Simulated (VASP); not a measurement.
In2GaP3 (an interface model), 12 atoms in the cell. The cell holds layers of an interface, 12 atoms: a = 3.833 Å, b = 3.833 Å, c = 20.768 Å, α = 90.00°, β = 90.00°, γ = 120.00°. 

```yaml
Program: VASP 6.6.1
Task: single point
Functional: PBEsol
Potentials_or_basis: VASP PAW PBE potentials, release 64 (Ga_d, In_d, P)
Cutoff: 520 eV
k_mesh: 4 × 4 × 1
Occupations: fermi-dirac, width 0.05 eV
Spin: no spin polarisation
Dipole_correction: no
Further_INCAR_settings: ALGO = Normal; EDIFF = 1e-06; NBANDS = 66
```

Potentials or basis: VASP PAW PBE potentials, release 64 (Ga_d, In_d, P).

Launch:

```sh
$ cat potpaw_PBE.64/Ga_d/POTCAR potpaw_PBE.64/In_d/POTCAR potpaw_PBE.64/P/POTCAR > POTCAR
$ mpirun -np 1 vasp_std > vasp.out
```

Hardware: 1 thread of Intel Xeon 8259CL, with other jobs on the host.

**Question.** How long does it take, and how much memory?

**Answer.** It took 9.6 min on 1 thread of Intel Xeon 8259CL, on a shared host, peak memory 0.45 GiB. Counts: scf iterations 15, k points 10.
